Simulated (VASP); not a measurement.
## C: single point with PBE

C:

```
C
1.0
     2.58097    0.00000    0.00000
    -1.29048    2.23518    0.00000
     0.00000    0.00000    8.51220
C
8
Direct
  0.00000 0.00000 0.09297
  0.00000 0.00000 0.59297
  0.00000 0.00000 0.40703
  0.00000 0.00000 0.90703
  0.33333 0.66667 0.15553
  0.66667 0.33333 0.65553
  0.33333 0.66667 0.34447
  0.66667 0.33333 0.84447
```

This cell differs from its parent crystal: strain +0.025 along x and y, +0.025 along z.

```json
{
  "Program": "VASP 6.6.1",
  "Task": "single point",
  "Functional": "PBE",
  "Potentials or basis": "VASP PAW PBE potentials, release 64 (C)",
  "Cutoff": "520 eV",
  "k mesh": "12 × 12 × 4",
  "Occupations": "gaussian, width 0.05 eV",
  "Spin": "no spin polarisation"
}
```

```
Pressure               : -27.6 GPa
Largest force          : 0.054 eV/Å
Band gap on the k mesh : 4.35 eV, indirect (least direct gap 5.13 eV)
```

Forces on the atoms (eV/Å):
```
C    0.000  0.000  0.024
C    0.000  0.000  0.024
C    0.000  0.000 -0.024
C    0.000  0.000 -0.024
C    0.000  0.000 -0.054
C    0.000  0.000 -0.054
C    0.000  0.000  0.054
C    0.000  0.000  0.054
```

Stress tensor (GPa, compression positive):
```
-27.50   0.00   0.00
  0.00 -27.50   0.00
  0.00   0.00 -27.71
```

Levels at points of the mesh, in eV from the valence-band top:
| k point | band 13 | band 14 | band 15 | band 16 | band 17 | band 18 | band 19 | band 20 |
| --- | --- | --- | --- | --- | --- | --- | --- | --- |
| (0.00, 0.00, 0.00) | -1.60 | -0.19 | 0.00 | 0.00 | 5.13 | 5.13 | 5.27 | 6.84 |
| (0.50, 0.00, 0.00) | -4.56 | -4.36 | -3.39 | -2.75 | 4.43 | 5.28 | 5.77 | 5.82 |
| (0.00, 0.00, 0.50) | -0.60 | -0.60 | -0.60 | -0.60 | 5.84 | 5.84 | 5.84 | 5.84 |
| (0.50, 0.00, 0.50) | -4.40 | -4.40 | -3.39 | -3.39 | 4.75 | 4.75 | 6.73 | 6.73 |

It took 38 s on 1 thread of Intel(R) Xeon(R) 6975P-C (Granite Rapids) (shared host), peak memory 0.18 GiB.

Caveat: the cell differs from its parent crystal (strain +0.025 along x and y, +0.025 along z). A k mesh can miss the band edges.
